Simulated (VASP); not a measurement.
Write the native input for VASP 6.6.1 that does the following.

```
Task                   : single point
Functional             : PBEsol
Potentials or basis    : VASP PAW PBE potentials, release 64 (Li_sv)
Cutoff                 : 520 eV
k mesh                 : 9 × 9 × 9
Occupations            : gaussian, width 0.05 eV
Spin                   : no spin polarisation
Dipole correction      : no
Further INCAR settings : ALGO = Normal; EDIFF = 1e-07; NBANDS = 14
```

The structure of Li lies in POSCAR:

```
Li
1.0
    4.3153394128      0.0000000000      0.0000000000
    0.0000000000      4.3153394128      0.0000000000
    0.0000000000      0.0000000000      4.3153394128
Li
4
Direct
    0.0000000000      0.0000000000      0.0000000000
    0.0000000000      0.5000000000      0.5000000000
    0.5000000000      0.0000000000      0.5000000000
    0.5000000000      0.5000000000      0.0000000000
```

These files were run (other wordings do the same):

INCAR

```
PREC     = Accurate       # precision mode
ENCUT    = 520            # plane-wave cutoff, eV
EDIFF    = 1E-7           # SCF threshold, eV
ISMEAR   = 0              # smearing method
SIGMA    = 0.05           # smearing width, eV
LREAL    = False          # projectors in reciprocal space
LASPH    = True           # aspherical terms in the spheres
NELM     = 100            # most SCF steps
ALGO     = Normal         # electronic algorithm
ISIF     = 2              # what is computed and relaxed
LWAVE    = False          # write WAVECAR
LCHARG   = False          # write CHGCAR
GGA      = PS             # functional
NBANDS   = 14             # bands
```

KPOINTS

```
Automatic mesh
0
Gamma
  9 9 9
```

Potentials or basis: VASP PAW PBE potentials, release 64 (Li_sv).

The run is started by

```bash
$ cat potpaw_PBE.64/Li_sv/POTCAR > POTCAR
$ mpirun -np 1 vasp_std > vasp.out
```

It gave:

The band gap on the k mesh is zero (band 6 reaches 2.19 eV, above the bottom of band 7 at 0.13 eV).

It took 14 s on 1 thread of Intel(R) Xeon(R) Platinum 8488C (Sapphire Rapids), on a shared host, peak memory 0.17 GiB.
